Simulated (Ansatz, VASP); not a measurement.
One calculation of Cu, two programs

File POSCAR:

```
Cu
1.0
   11.5702540000      0.0000000000      0.0000000000
    0.0000000000      2.2382120000      0.0000000000
   -4.5956240000      0.0000000000     21.7433880000
Cu
1
Direct
    0.5000000000      0.5000000000      0.5000000000
```

File INCAR.step1:

```
PREC = Accurate
ENCUT = 660
ISMEAR = 0
SIGMA = 0.1
LREAL = F
LASPH = T
NELM = 120
NBANDS = 12
GGA = PE
ALGO = Normal
EDIFF = 1E-5
LWAVE = T
LCHARG = F
GGA_COMPAT = F
```

Contents of INCAR.step2:

```
PREC = Accurate
ENCUT = 660
EDIFF = 1E-6
ISMEAR = 0
SIGMA = 0.1
LREAL = F
LASPH = T
NELM = 120
ALGO = Normal
ISIF = 2
LWAVE = F
LCHARG = F
METAGGA = R2SCAN
LMIXTAU = T
NBANDS = 12
ISTART = 1
GGA_COMPAT = F
```

The input KPOINTS:

```
regular mesh
0
Gamma
  3 13 2
```

Input for Ansatz:

```yaml
crystal:
  lattice:
    - [11.570254, 0.0, 0.0]
    - [0.0, 2.238212, 0.0]
    - [-4.595624, 0.0, 21.743388]
  atoms:
    - { symbol: Cu, position: [0.5, 0.5, 0.5] }
accuracy: low
basis:
  ecutwfc: 761.918814887664
  xc_grid: 3
kpoints:
  mp_grid:
    grid: [3, 13, 2]
hamiltonian:
  xc: r2scan
  pseudopotentials:
    kind: paw
scf:
  n_extra_bands: 12
  self_checks: high
  convergence:
    dr2_threshold: 1.0e-06
  mixing:
    algorithm: anderson
    beta: 0.6
    ndim: 6
  occupations:
    method: gaussian
  eigensolver:
    kind: davidson
    full_accuracy: true
output:
  forces: true
  stress: true
```

Alike in both runs: task single point; functional r2SCAN; k mesh 3 × 13 × 2; no spin polarisation.

|  | VASP | Ansatz |
| --- | --- | --- |
| version | VASP 6.6.1 | Ansatz 0.2.0 |
| potentials or method | VASP PAW PBE potentials, release 64 (Cu), cutoff 660 eV | plane waves, PAW |
| occupations | gaussian, width 0.1 eV | gaussian |
| valence electrons in the cell | 11 | 19 |

```tsv
	VASP	Ansatz	Ansatz less VASP
gap on the k mesh at the Fermi level (eV)	none	none	-
pressure (GPa)	0.0	0.0	-0.01
```

VASP's potentials were made for PBE, not for r2SCAN. A gap of «none» marks a metal or a gap that the smearing closes. VASP's potentials hold 11 valence electrons a cell and Ansatz's 19, so a difference there can come from the potentials and not from the codes. Ansatz's warnings: force scf threshold loose, stress scf threshold loose.
